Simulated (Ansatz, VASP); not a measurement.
Two plane-wave programs on TaTe

Contents of INCAR:

```
SYSTEM = TaTe
  PREC = Accurate
  ENCUT = 520
  EDIFF = 1E-7
  ISMEAR = 0
  SIGMA = 0.05
  LREAL = .FALSE.
  LASPH = .TRUE.
  NELM = 150
  ALGO = Normal
  ISIF = 2
  LWAVE = .FALSE.
  LCHARG = .FALSE.
  ISPIN = 2
  MAGMOM = 2 0
  LORBIT = 11
  LMAXMIX = 4
  GGA = PE
  NBANDS = 20
```

KPOINTS

```
Automatic mesh
0
G
  12 12 12
  0 0 0
```

The input POSCAR:

```
TaTe
1.0
    0.0000000000      3.1599278669      3.1599278669
    3.1599278669      0.0000000000      3.1599278669
    3.1599278669      3.1599278669      0.0000000000
Ta Te
1 1
Direct
    0.0000000000      0.0000000000      0.0000000000
    0.2500000000      0.2500000000      0.2500000000
```

Input for Ansatz:

```yaml
crystal:
  lattice:
    - [0.0, 3.1599278669, 3.1599278669]
    - [3.1599278669, 0.0, 3.1599278669]
    - [3.1599278669, 3.1599278669, 0.0]
  atoms:
    - { symbol: Ta, position: [0.0, 0.0, 0.0], spin: 2.0 }
    - { symbol: Te, position: [0.25, 0.25, 0.25] }
basis:
  ecutwfc: 420
  ecutrho_ratio: 4
kpoints:
  mp_grid: { grid: [12, 12, 12] }
hamiltonian:
  xc: pbe
scf:
  occupations: { method: gaussian, width: 0.05 }
output:
  forces: true
  stress: true
magnetization:
  spin_polarized: true
```

Alike in both runs: task single point; functional PBE; k mesh 12 × 12 × 12; occupations gaussian, width 0.05 eV; collinear spin.

```csv
,VASP,Ansatz
version,VASP 6.6.1,Ansatz 0.2.0
potentials or method,"VASP PAW PBE potentials, release 64 (Ta_pv, Te), cutoff 520 eV","scalar-relativistic, plane waves, PAW"
valence electrons in the cell,17,29
```

Ansatz gave:

- pressure (GPa): 0.2
- net moment per atom (μB): 1.07
- size of the moment on the site where the two differ most (μB): 1.29

Q: Estimate VASP's values.

A: Pressure (GPa): 0.2; net moment per atom (μB): 1.07; size of the moment on the site where the two differ most (μB): 1.44.

Site moments also hang on the region over which each program counts them. VASP's potentials hold 17 valence electrons a cell and Ansatz's 29, so a difference there can come from the potentials and not from the codes.

Spin-orbit coupling is off throughout.
